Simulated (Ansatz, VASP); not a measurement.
## One calculation of C8O, two programs

INCAR

```
PREC = Accurate ; ENCUT = 520
EDIFF = 1E-7 ; ISMEAR = 0
SIGMA = 0.1 ; LREAL = F
LASPH = T ; NELM = 60
ALGO = Normal ; ISIF = 2
LWAVE = F ; LCHARG = F
LDIPOL = T ; IDIPOL = 3
DIPOL = 0.5 0.5 0.497 ; GGA = PE
IVDW = 12 ; NBANDS = 29
```

The input KPOINTS:

```
regular mesh
0
Gamma
  12 12 1
```

Contents of POSCAR:

```
C8O
1.0
    2.4649796670      0.0000000000      0.0000000000
   -1.2324898335      2.1347350114      0.0000000000
    0.0000000000      0.0000000000     29.1076495408
C O
8 1
Direct
    0.0000000000      0.0000000000      0.2920194646
    0.6666666667      0.3333333333      0.2920194566
    0.0000000000      0.0000000000      0.4077696707
    0.3333333333      0.6666666667      0.4077696627
    0.0000000000      0.0000000000      0.5235198769
    0.6666666667      0.3333333333      0.5235198689
    0.0000000000      0.0000000000      0.6392700831
    0.3333333333      0.6666666667      0.6392700751
    0.0000000000      0.2500000000      0.7521855852
```

Input for Ansatz:

```yaml
crystal:
  lattice:
    - [2.464979667, 0.0, 0.0]
    - [-1.2324898335, 2.1347350114, 0.0]
    - [0.0, 0.0, 29.1076495408]
  atoms:
    - { symbol: C, position: [0.0, 0.0, 0.2920194646] }
    - { symbol: C, position: [0.6666666667, 0.3333333333, 0.2920194566] }
    - { symbol: C, position: [0.0, 0.0, 0.4077696707] }
    - { symbol: C, position: [0.3333333333, 0.6666666667, 0.4077696627] }
    - { symbol: C, position: [0.0, 0.0, 0.5235198769] }
    - { symbol: C, position: [0.6666666667, 0.3333333333, 0.5235198689] }
    - { symbol: C, position: [0.0, 0.0, 0.6392700831] }
    - { symbol: C, position: [0.3333333333, 0.6666666667, 0.6392700751] }
    - { symbol: O, position: [0.0, 0.25, 0.7521855852] }
basis:
  ecutwfc: 420
kpoints:
  mp_grid: { grid: [12, 12, 1] }
hamiltonian:
  xc: pbe
  dispersion: d3bj
scf:
  occupations: { method: gaussian, width: 0.1 }
output:
  forces: true
  stress: true
  eigenvalues: true
  write_density: true
  write_potential: true
  elf: true
  volumetric_format: npy
efield:
  axis: 3
  dipole_correction: true
  ramp_width: 0.04
```

Alike in both runs: task single point; functional PBE; dispersion D3(BJ); k mesh 12 × 12 × 1; occupations gaussian, width 0.1 eV; no spin polarisation.

```csv
,VASP,Ansatz
version,VASP 6.6.1,Ansatz 0.2.0
potentials or method,"VASP PAW PBE potentials, release 64 (C, O), cutoff 520 eV","scalar-relativistic, plane waves, PAW"
valence electrons in the cell,38,38
```

|  | VASP | Ansatz | Ansatz less VASP |
| --- | --- | --- | --- |
| gap on the k mesh at the Fermi level (eV) | none | none | - |
| rms of the force components (eV/Å) | 0.025 | 0.025 | +0.0001 |

Atom by atom the forces differ by 0.000 eV/Å (rms over components). A gap of «none» marks a metal or a gap that the smearing closes. Ansatz's warnings: xc potential rough in thin density.
